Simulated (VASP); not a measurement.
Here is a VASP 6.6.1 calculation.

Contents of INCAR:

```
  ALGO = Normal
  EDIFF = 1E-8
  ENCUT = 600
  GGA = PE
  GGA_COMPAT = F
  IBRION = 8
  ISIF = 2
  ISMEAR = 0
  LASPH = T
  LCHARG = T
  LEPSILON = T
  LREAL = F
  LWAVE = F
  NBANDS = 11
  NELM = 120
  NSW = 1
  PREC = Accurate
  SIGMA = 0.01
```

The input KPOINTS:

```
k-points
0
Gamma
  4 4 4
```

Contents of POSCAR:

```
MgO
1.0
    0.0000000000      2.1060000000      2.1060000000
    2.1060000000      0.0000000000      2.1060000000
    2.1060000000      2.1060000000      0.0000000000
Mg O
1 1
Direct
    0.0000000000      0.0000000000      0.0000000000
    0.5000000000      0.5000000000      0.5000000000
```

Potentials or basis: VASP PAW PBE potentials, release 64 (Mg, O).

Launch:

```bash
$ cat potpaw_PBE.64/Mg/POTCAR potpaw_PBE.64/O/POTCAR > POTCAR
$ mpirun -np 1 vasp_std > vasp.out
```

Predict the electronic dielectric tensor (diagonal).

3.35.

Predict the Born charges (mean of the diagonal).

Mg +2.01; O -2.01 e.

Predict the highest phonon frequency at Γ, LO-TO splitting left out.

395 cm⁻¹.

Electronic dielectric tensor:
```
3.35 0.00 0.00
0.00 3.35 0.00
0.00 0.00 3.35
```

Caveat: the k points lie up to 0.65 Å⁻¹ apart; the cell wasn't relaxed at this level first, which shifts response properties.
